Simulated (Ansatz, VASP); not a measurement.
**KTaO3 in VASP and in Ansatz**

```
CELL_PARAMETERS angstrom
4.03003 0.00000 0.00000
0.00000 4.03003 0.00000
0.00000 0.00000 3.97631
ATOMIC_POSITIONS crystal
K 0.00000 0.00000 0.00000
Ta 0.50000 0.50000 0.50000
O 0.50000 0.50000 0.00000
O 0.50000 0.00000 0.50000
O 0.00000 0.50000 0.50000
```

Change from the starting cell: epitaxial_xy strain +1.0%.

Alike in both runs: task single point; functional HSE06; k mesh 4 × 4 × 4; no spin polarisation.

|  | VASP | Ansatz |
| --- | --- | --- |
| version | VASP 6.6.1 | Ansatz 0.2.0 |
| potentials or method | VASP PAW PBE potentials, release 64 (K_sv, Ta_pv, O) | plane waves, PAW |
| plane-wave cutoff (eV) | 520 | 420 |
| occupations | gaussian, width 0.01 eV | fixed |
| valence electrons in the cell | 38 | 40 |

VASP gave:

```
gap on the k mesh at the Fermi level (eV)                     : 3.40
pressure (GPa)                                                : -3.6
traceless stress, the component that is largest in VASP (GPa) : 3.24
```

Which values does Ansatz return?

gap on the k mesh at the Fermi level (eV): 3.49; pressure (GPa): -3.8; traceless stress, the component that is largest in VASP (GPa): 3.22.

VASP's potentials hold 38 valence electrons a cell and Ansatz's 40, so a difference there can come from the potentials and not from the codes. Ansatz's warnings: stress exchange threshold loose, stress scf threshold loose.

Neither program's run includes spin-orbit coupling.
